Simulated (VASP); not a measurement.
Set up this calculation in VASP 6.6.1, as the native input.

```
Task                               : single point
Functional                         : PBE-based screened hybrid with 100 % exact exchange
Potentials or basis                : VASP PAW PBE potentials, release 64 (Li_sv, Cl)
Cutoff                             : 520 eV
k mesh                             : 4 × 4 × 4
Occupations                        : gaussian, width 0.01 eV
Spin                               : no spin polarisation
Dipole correction                  : no
Grid for exact exchange (PRECFOCK) : Normal
Share of exact exchange            : 1
Further INCAR settings             : ALGO = Normal; EDIFF = 1e-06; NBANDS = 12
Screening parameter                : 0.1 1/Å
```

Crystal: LiCl.

```
CELL_PARAMETERS angstrom
0.00000 2.73304 2.73304
2.73304 0.00000 2.73304
2.73304 2.73304 0.00000
ATOMIC_POSITIONS crystal
Li 0.00000 0.00000 0.00000
Cl 0.25000 0.25000 0.25000
```

One way to write it, as run:

POSCAR

```
LiCl
1.0
    0.0000000000      2.7330425439      2.7330425439
    2.7330425439      0.0000000000      2.7330425439
    2.7330425439      2.7330425439      0.0000000000
Li Cl
1 1
Direct
    0.0000000000      0.0000000000      0.0000000000
    0.2500000000      0.2500000000      0.2500000000
```

INCAR.step1

```
SYSTEM = LiCl
PREC = Accurate ; ENCUT = 520
EDIFF = 1E-5 ; ISMEAR = 0
SIGMA = 0.01 ; LREAL = .False.
LASPH = .True. ; NELM = 100
ALGO = Normal ; ISIF = 2
LWAVE = .True. ; NBANDS = 12
GGA = PE
```

INCAR.step2

```
SYSTEM = LiCl
PREC = Accurate ; ENCUT = 520
EDIFF = 1E-6 ; ISMEAR = 0
SIGMA = 0.01 ; LREAL = .False.
LASPH = .True. ; NELM = 100
ALGO = Normal ; ISIF = 2
LWAVE = .False. ; LCHARG = .True.
GGA = PE ; LHFCALC = .True.
AEXX = 1.0 ; HFSCREEN = 0.1
PRECFOCK = Normal ; LELF = .True.
LVHAR = .True. ; NBANDS = 12
ISTART = 1 ; ALDAC = 1.0
AGGAC = 1.0
```

KPOINTS

```
regular mesh
0
Gamma
  4 4 4
  0 0 0
```

Potentials or basis: VASP PAW PBE potentials, release 64 (Li_sv, Cl).

The run is started by

```bash
$ cat potpaw_PBE.64/Li_sv/POTCAR potpaw_PBE.64/Cl/POTCAR > POTCAR
$ cp INCAR.step1 INCAR
$ mpirun -np 1 vasp_std > vasp.out
$ cp INCAR.step2 INCAR
$ mpirun -np 1 vasp_std > vasp.out
```

It gave:

```
Band gap on the k mesh : 12.97 eV
```

Caveat: the k points lie up to 0.50 Å⁻¹ apart; the structure was generated, so it needn't be the stable form of LiCl.

Run time: 56 s on 1 thread of Intel(R) Xeon(R) 6975P-C (Granite Rapids) (shared host), peak memory 0.26 GiB.
